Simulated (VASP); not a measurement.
Wanted: the native input for a VASP 6.6.1 run.

```
Task                   : single point
Functional             : PBE
Dispersion             : D3(BJ)
Potentials or basis    : VASP PAW PBE potentials, release 64 (Li_sv)
Cutoff                 : 520 eV
k mesh                 : 3 × 3 × 3
Occupations            : fermi-dirac, width 0.1 eV
Spin                   : no spin polarisation
Dipole correction      : no
Further INCAR settings : LREAL = Auto; ALGO = Normal; EDIFF = 1e-06; NBANDS = 38
```

The structure of Li lies in POSCAR:

```
Li
1.0
    6.9800000000      0.0000000000      0.0000000000
    0.0000000000      6.9800000000      0.0000000000
    0.0000000000      0.0000000000      6.9800000000
Li
16
Direct
   -0.0344412607      0.0524785100     -0.0424068768
    0.5829656160      0.0754297994     -0.0540830946
   -0.0455444126      0.4444269341     -0.0054727794
   -0.0456017192      0.0293409742      0.5427077364
    0.2408595989      0.2245702006      0.2501289398
    0.4484527221      0.5069197708     -0.0040114613
    0.4836532951     -0.0375071633      0.5216045845
    0.7666618911      0.2730372493      0.2460458453
   -0.0057449857      0.4817908309      0.4831518625
    0.1329512894      0.7900429799      0.2389971347
    0.2600859599      0.2261891117      0.7639971347
    0.5113753582      0.5141690544      0.5086389685
    0.7577793696      0.7616475645      0.2086246418
    0.7704011461      0.2684813754      0.7274212034
    0.1873495702      0.7707163324      0.7265329513
    0.7902578797      0.7344985673      0.7610028653
```

The input as run:

INCAR

```
PREC = Accurate
ENCUT = 520
EDIFF = 1E-6
ISMEAR = -1
SIGMA = 0.1
LREAL = Auto
LASPH = True
NELM = 80
ALGO = Normal
ISIF = 2
LWAVE = False
LCHARG = True
GGA = PE
IVDW = 12
LELF = True
LVHAR = True
NBANDS = 38
```

KPOINTS

```
Automatic mesh
0
Gamma
  3 3 3
```

Potentials or basis: VASP PAW PBE potentials, release 64 (Li_sv).

Run with:

```sh
$ cat potpaw_PBE.64/Li_sv/POTCAR > POTCAR
$ mpirun -np 1 vasp_std > vasp.out
```

Results of the run:

```
Largest force              : 0.839 eV/Å
Band gap on the k mesh     : zero (bands 24 and 25 overlap by 0.36 eV)
Dispersion energy per atom : -0.162 eV
```

Wall time 2.6 min on 1 thread of Intel(R) Xeon(R) 6975P-C (Granite Rapids), on a shared host, peak memory 0.4 GiB.
